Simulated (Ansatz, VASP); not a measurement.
Two plane-wave programs on PbSe

```
Pb Se
1.0
     5.17414    0.00000    0.00000
    -2.58707    4.48094    0.00000
     0.00000    0.00000    6.21478
Pb Se
2 2
Cartesian
  0.0000 2.9873 -0.4033
  2.5871 1.4936 2.7041
  0.0000 2.9873 2.7339
  2.5871 1.4936 5.8412
```

Alike in both runs: task single point; functional r2SCAN; k mesh 6 × 6 × 4; no spin polarisation.

|  | VASP | Ansatz |
| --- | --- | --- |
| version | VASP 6.6.1 | Ansatz 0.2.0 |
| potentials or method | VASP PAW PBE potentials, release 64 (Pb_d, Se) | plane waves, PAW |
| plane-wave cutoff (eV) | 520 | 500 |
| occupations | gaussian, width 0.01 eV | fixed |
| valence electrons in the cell | 40 | 60 |

|  | VASP | Ansatz | Ansatz less VASP |
| --- | --- | --- | --- |
| gap on the k mesh at the Fermi level (eV) | 1.48 | 1.48 | -0.002 |

VASP's potentials were made for PBE, not for r2SCAN. VASP's potentials hold 40 valence electrons a cell and Ansatz's 60, so a difference there can come from the potentials and not from the codes.

Neither program's run includes spin-orbit coupling.
